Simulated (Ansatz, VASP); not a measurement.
## One calculation of SrTiO3, two programs

File INCAR:

```
SYSTEM = SrTiO3
ALGO     = Normal         ! electronic algorithm
EDIFF    = 1E-6           ! SCF threshold, eV
ENCUT    = 520            ! plane-wave cutoff, eV
GGA      = PE             ! functional
ISIF     = 2              ! what is computed and relaxed
ISMEAR   = -1             ! smearing method
LASPH    = .True.         ! aspherical terms in the spheres
LCHARG   = .False.        ! write CHGCAR
LREAL    = .False.        ! projectors in reciprocal space
LWAVE    = .False.        ! write WAVECAR
NBANDS   = 28             ! bands
NELM     = 100            ! most SCF steps
PREC     = Accurate       ! precision mode
SIGMA    = 0.05           ! smearing width, eV
```

Contents of KPOINTS:

```
k-points
0
Gamma
  7 7 7
  0 0 0
```

Contents of POSCAR:

```
SrTiO3
1.0
    3.9050000000      0.0000000000      0.0000000000
    0.0000000000      3.9050000000      0.0000000000
    0.0000000000      0.0000000000      3.7878500000
Sr Ti O
1 1 3
Direct
    0.0000000000      0.0000000000      0.0000000000
    0.5000000000      0.5000000000      0.5000000000
    0.0000000000      0.5000000000      0.5000000000
    0.5000000000      0.0000000000      0.5000000000
    0.5000000000      0.5000000000      0.0000000000
```

Input for Ansatz:

```yaml
crystal:
  lattice:
    - [3.905, 0.0, 0.0]
    - [0.0, 3.905, 0.0]
    - [0.0, 0.0, 3.78785]
  atoms:
    - { symbol: Sr, position: [0.0, 0.0, 0.0] }
    - { symbol: Ti, position: [0.5, 0.5, 0.5] }
    - { symbol: O, position: [0.0, 0.5, 0.5] }
    - { symbol: O, position: [0.5, 0.0, 0.5] }
    - { symbol: O, position: [0.5, 0.5, 0.0] }
kpoints:
  mp_grid: { grid: [7, 7, 7] }
  band_path:
    path:
      - [0.0, 0.0, 0.0]
      - [0.0, 0.5, 0.0]
      - [0.5, 0.5, 0.0]
      - [0.0, 0.0, 0.0]
      - [0.0, 0.0, 0.5]
      - [0.0, 0.5, 0.5]
      - [0.5, 0.5, 0.5]
      - [0.0, 0.0, 0.5]
      - [0.0, 0.5, 0.0]
    npoints: 5
scf:
  occupations: { method: fermi_dirac, width: 0.05 }
hamiltonian:
  xc: pbe
  pseudopotentials: { kind: all_electron, lapw: { basis_error: 0.001 } }
output:
  forces: true
  stress: true
  eigenvalues: true
```

Change from the starting cell: zz strain of -3 %.

Alike in both runs: task single point; functional PBE; k mesh 7 × 7 × 7; occupations fermi-dirac, width 0.05 eV; no spin polarisation.

```csv
,VASP,Ansatz
version,VASP 6.6.1,Ansatz 0.2.0
potentials or method,"VASP PAW PBE potentials, release 64 (Sr_sv, Ti_sv, O), cutoff 520 eV","all-electron LAPW, scalar-relativistic"
```

```csv
,VASP,Ansatz,Ansatz less VASP
gap on the k mesh at the Fermi level (eV),1.94,1.97,+0.028
pressure (GPa),11.5,10.7,-0.76
"traceless stress, the component that is largest in VASP (GPa)",5.92,5.82,-0.099
```

Ansatz ran all-electron here, and VASP with PAW potentials.
